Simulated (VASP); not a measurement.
# Cu (Fm-3m) in VASP: further runs, part 2 of 2

VASP 6.6.1. Earlier steps stand in the parts before.

### Step 4. Relaxation of cell and atoms, r2SCAN

This run uses another cell than the first one, of 11.81 Å³/atom, 1.033 times its volume.

File POSCAR:

```
Cu
1.0
    0.0000000000      1.8074800000      1.8074800000
    1.8074800000      0.0000000000      1.8074800000
    1.8074800000      1.8074800000      0.0000000000
Cu
1
Direct
    0.0000000000      0.0000000000      0.0000000000
```

File INCAR.step1:

```
SYSTEM = Cu
  PREC = Accurate
  ENCUT = 600
  ISMEAR = -1
  SIGMA = 0.1
  LREAL = .False.
  LASPH = .True.
  NELM = 80
  GGA = PE
  ALGO = Normal
  EDIFF = 1E-4
  LWAVE = .True.
  LCHARG = .False.
```

File INCAR.step2:

```
SYSTEM = Cu
  PREC = Accurate
  ENCUT = 600
  EDIFF = 1E-6
  ISMEAR = -1
  SIGMA = 0.1
  LREAL = .False.
  LASPH = .True.
  NELM = 80
  ALGO = Normal
  ISIF = 3
  LWAVE = .False.
  LCHARG = .False.
  METAGGA = R2SCAN
  LMIXTAU = .True.
  IBRION = 2
  NSW = 80
  EDIFFG = -0.01
  ISTART = 1
```

File KPOINTS:

```
regular mesh
0
Gamma
  15 15 15
  0 0 0
```

Potentials or basis: VASP PAW PBE potentials, release 64 (Cu).

Started as:

```sh
$ cat potpaw_PBE.64/Cu/POTCAR > POTCAR
$ cp INCAR.step1 INCAR
$ mpirun -np 1 vasp_std > vasp.out
$ cp INCAR.step2 INCAR
$ mpirun -np 1 vasp_std > vasp.out
```

OUTCAR:

```text
SYSTEM = Cu
   PREC = Accurate
   ENCUT = 600
   EDIFF = 1E-6
   ISMEAR = -1
   LREAL = .False.
   LASPH = .True.
   NELM = 80
   ISIF = 3
   METAGGA = R2SCAN
   IBRION = 2
   NSW = 80
   EDIFFG = -0.01
   ISTART = 1

 ion  position               nearest neighbor table
   1  0.000  0.000  0.000-

  LATTYP: Found a face centered cubic cell.
 ALAT       =     3.6149600000

  Lattice vectors:

 A1 = (   0.0000000000,   1.8074800000,   1.8074800000)
 A2 = (   1.8074800000,   0.0000000000,   1.8074800000)
 A3 = (   1.8074800000,   1.8074800000,   0.0000000000)

Analysis of symmetry for initial positions (statically):
=====================================================================
 Subroutine PRICEL returns:
 Original cell was already a primitive cell.

 Routine SETGRP: Setting up the symmetry group for a
 face centered cubic supercell.

 Subroutine GETGRP returns: Found 48 space group operations
 (whereof 48 operations were pure point group operations)
[... 168 lines left out ...]
  --------------------------------------------------------------------------------------
  -------------------------------------------------------------------------------------
  Total       -0.3170597     -0.3170597     -0.3170597     -0.0000000      0.0000000     -0.0000000
  in kB      -43.0131347    -43.0131347    -43.0131347     -0.0000000      0.0000000     -0.0000000
  external PRESSURE =     -43.0131347 kB  Pullay stress =       0.0000000 kB
[... 57 lines left out ...]
--------------------------------------- Ionic step        3  -------------------------------------------

 number of electron      11.0000011 magnetization

 Free energy of the ion-electron system (eV)
  ---------------------------------------------------
  ext. energy  EPLUGINS =         0.00000000
  ---------------------------------------------------
  free energy    TOTEN  =       -10.83106338 eV

  energy without entropy =      -10.82115876  energy(sigma->0) =      -10.82611107

 E-fermi :   7.8282     XC(G=0): -13.9363

 val. band max:        7.8113908755   @ k =  -0.4000   0.1333   0.0000
 cond. band min:       7.8361745985   @ k =  -0.4667   0.1333   0.0667
 fundamental gap:      0.0247837230
 Fermi energy:         7.8282279007

 k-point     1 :       0.0000    0.0000    0.0000
  band No.  band energies     occupation
      1      -2.1457      2.00000
      2       4.5141      2.00000
      3       4.5142      2.00000
      4       4.5142      2.00000
      5       5.3660      2.00000
      6       5.3660      2.00000
      7      31.3623      0.00000
      8      34.6210      0.00000
      9      34.6213      0.00000
[... 265 lines left out ...]
 k-point    24 :       0.2000    0.1333    0.0000
  band No.  band energies     occupation
      1      -0.6522      2.00000
      2       4.1225      2.00000
      3       4.7967      2.00000
      4       4.8294      2.00000
      5       5.1055      2.00000
      6       5.5135      2.00000
      7      26.4213      0.00000
      8      28.9413      0.00000
      9      29.7899      0.00000

 [... further k-points ...]
[... 5 lines left out ...]
  --------------------------------------------------------------------------------------
  -------------------------------------------------------------------------------------
  Total       -0.0066665     -0.0066665     -0.0066665      0.0000000      0.0000000      0.0000000
  in kB       -0.9301346     -0.9301346     -0.9301346      0.0000000      0.0000000      0.0000000
  external PRESSURE =      -0.9301346 kB  Pullay stress =       0.0000000 kB
[... 16 lines left out ...]
  FREE ENERGIE OF THE ION-ELECTRON SYSTEM (eV)
  ---------------------------------------------------
  free  energy   TOTEN  =       -10.8310633787 eV

  energy  without entropy=      -10.8211587588  energy(sigma->0) =      -10.82611107

 reached required accuracy - stopping structural energy minimisation
```

OUTCAR.step1:

```text
SYSTEM = Cu
   PREC = Accurate
   ENCUT = 600
   ISMEAR = -1
   LREAL = .False.
   LASPH = .True.
[... 504 lines left out ...]
 -----------------------------------------------------------------------------------
      0.00000      0.00000      0.00000         0.000000      0.000000     -0.000000
 -----------------------------------------------------------------------------------
    total drift:                               -0.000000     -0.000000     -0.000000

  FREE ENERGIE OF THE ION-ELECTRON SYSTEM (eV)
  ---------------------------------------------------
  free  energy   TOTEN  =        -3.7307438361 eV

  energy  without entropy=       -3.7201682999  energy(sigma->0) =       -3.72545607
```

OSZICAR.step1:

```text
N       E                     dE             d eps       ncg     rms          rms(c)
DAV:   1     0.382265010515E+02    0.38227E+02   -0.63070E+03  2232   0.230E+03
DAV:   2    -0.416866351696E+01   -0.42395E+02   -0.40628E+02  2177   0.206E+02
DAV:   3    -0.463422196186E+01   -0.46556E+00   -0.46462E+00  2599   0.306E+01
DAV:   4    -0.463783033442E+01   -0.36084E-02   -0.36080E-02  2747   0.243E+00
DAV:   5    -0.463786955055E+01   -0.39216E-04   -0.39215E-04  2456   0.190E-01    0.770E+00
DAV:   6    -0.411287518743E+01    0.52499E+00   -0.17052E+01  2271   0.978E+01    0.393E+00
DAV:   7    -0.374336497816E+01    0.36951E+00   -0.26833E+00  2316   0.385E+01    0.585E-01
DAV:   8    -0.373231777904E+01    0.11047E-01   -0.52079E-03  2428   0.130E+00    0.299E-01
DAV:   9    -0.373074277542E+01    0.15750E-02   -0.11139E-02  2311   0.232E+00    0.298E-02
DAV:  10    -0.373074383605E+01   -0.10606E-05   -0.33953E-05  1289   0.133E-01
   1 F= -.37307438E+01 E0= -.37254561E+01  d E =-.105755E-01
```

Wall time 3.4 min (1 thread of AMD EPYC 7R43 (Zen 3), shared host); peak memory 0.11 GiB.

Results:

```yaml
Free_energy: -10.8311 eV
Relaxed_volume: 11.48 Å³/atom
Relaxed_cell: a = 2.532 Å, b = 2.532 Å, c = 2.532 Å, α = 60.00°, β = 60.00°, γ = 60.00°
Space_group_after_relaxing_to_0.05_Å: Fm-3m (No. 225)
Energy_gained_by_relaxing: 4.4 meV/atom
Ionic_steps: 3
Pressure_after_relaxing: -0.1 GPa
```

The path:
```csv
step,energy change (eV),largest force (eV/Å),pressure (GPa),volume (Å³)
1,0.0000,0.0000,-4.30,11.81
2,-0.0026,0.0000,2.96,11.28
3,-0.0044,0.0000,-0.09,11.48
```

Final structure:
```
CELL_PARAMETERS angstrom
0.00000 1.79065 1.79065
1.79065 0.00000 1.79065
1.79065 1.79065 0.00000
ATOMIC_POSITIONS crystal
Cu 0.00000 0.00000 0.00000
```

Levels at points of the mesh, in eV from the Fermi level:
| k point | band 2 | band 3 | band 4 | band 5 | band 6 | band 7 | band 8 | band 9 |
| --- | --- | --- | --- | --- | --- | --- | --- | --- |
| (0.00, 0.00, 0.00) | -3.31 | -3.31 | -3.31 | -2.46 | -2.46 | 23.53 | 26.79 | 26.79 |

Caveat: the PAW data sets were made with another functional, which shifts forces and pressure a little.

### Step 5. Single point, r2SCAN0

File POSCAR:

```
Cu
1.0
    0.0000000000      1.7881324398      1.7881324398
    1.7881324398      0.0000000000      1.7881324398
    1.7881324398      1.7881324398      0.0000000000
Cu
1
Direct
    0.0000000000      0.0000000000      0.0000000000
```

File INCAR.step1:

```
SYSTEM = Cu
PREC     = Accurate       ! precision mode
ENCUT    = 520            ! plane-wave cutoff, eV
EDIFF    = 1E-5           ! SCF threshold, eV
ISMEAR   = -1             ! smearing method
SIGMA    = 0.1            ! smearing width, eV
LREAL    = .FALSE.        ! projectors in reciprocal space
LASPH    = .TRUE.         ! aspherical terms in the spheres
NELM     = 60             ! most SCF steps
ALGO     = Normal         ! electronic algorithm
ISIF     = 2              ! what is computed and relaxed
LWAVE    = .TRUE.         ! write WAVECAR
NBANDS   = 12             ! bands
GGA      = PE             ! functional
```

File INCAR.step2:

```
SYSTEM = Cu
PREC     = Accurate       ! precision mode
ENCUT    = 520            ! plane-wave cutoff, eV
EDIFF    = 1E-6           ! SCF threshold, eV
ISMEAR   = -1             ! smearing method
SIGMA    = 0.1            ! smearing width, eV
LREAL    = .FALSE.        ! projectors in reciprocal space
LASPH    = .TRUE.         ! aspherical terms in the spheres
NELM     = 60             ! most SCF steps
ALGO     = Normal         ! electronic algorithm
ISIF     = 2              ! what is computed and relaxed
LWAVE    = .FALSE.        ! write WAVECAR
LCHARG   = .TRUE.         ! write CHGCAR
METAGGA  = R2SCAN         ! meta-GGA
LHFCALC  = .TRUE.         ! exact exchange
AEXX     = 0.25           ! exact-exchange fraction
LMIXTAU  = .TRUE.       
PRECFOCK = Normal       
LELF     = .TRUE.         ! ELF
LVHAR    = .TRUE.       
NBANDS   = 12             ! bands
ISTART   = 1
```

File KPOINTS:

```
Automatic mesh
0
G
  8 8 8
  0 0 0
```

Started as:

```sh
$ cat potpaw_PBE.64/Cu/POTCAR > POTCAR
$ cp INCAR.step1 INCAR
$ mpirun -np 1 vasp_std > vasp.out
$ cp INCAR.step2 INCAR
$ mpirun -np 1 vasp_std > vasp.out
```

Run time: 15 min. Hardware: 1 thread of Intel Xeon 6975P-C (Granite Rapids), shared host; peak memory 0.14 GiB.

The run converged. Its results:

* Free energy: -9.3173 eV
* Pressure: 3.8 GPa

Levels at points of the mesh, in eV from the Fermi level:
```tsv
k point	band 2	band 3	band 4	band 5	band 6	band 7	band 8	band 9	band 10	band 11
(0.00, 0.00, 0.00)	-4.59	-4.59	-4.59	-3.72	-3.72	25.46	29.01	29.01	29.01	31.67
(0.50, 0.00, 0.00)	-4.67	-4.67	-2.92	-2.92	-0.91	5.65	23.86	25.88	25.88	28.72
(0.50, 0.50, 0.00)	-6.19	-3.06	-2.71	-2.71	2.86	9.42	15.97	15.97	20.63	23.92
```

Caveat: the k points lie up to 0.38 Å⁻¹ apart; the PAW data sets were made with another functional, which shifts forces and pressure a little.

### Step 6. Overview

| task | level | cell | k mesh | cutoff (eV) | grid for exact exchange (PRECFOCK) | gap on the mesh (eV) | pressure (GPa) |
| --- | --- | --- | --- | --- | --- | --- | --- |
| single point | r2SCAN | a = 2.529 Å, angles 60.0°, 1 atom | 25 × 25 × 25 | 520 | - | none | 0.6 |
| single point | r2SCAN | a = 2.562 Å, angles 60.0°, 1 atom | 25 × 25 × 25 | 520 | - | none | -5.1 |
| relaxation of cell and atoms | r2SCAN | relaxed from a = 2.556 Å, angles 60.0°, 1 atom | 15 × 15 × 15 | 600 | - | none | -0.1 |
| single point | r2SCAN0 | a = 2.529 Å, angles 60.0°, 1 atom | 8 × 8 × 8 | 520 | Normal | none | 3.8 |

Alike in all rows: potentials or basis VASP PAW PBE potentials, release 64 (Cu); no spin polarisation; smearing fermi-dirac 0.1 eV.

Caveats: some runs use coarse meshes; the PAW data sets were made with another functional, which shifts forces and pressure a little.

Absolute energies hang on the potentials; compare differences alone.
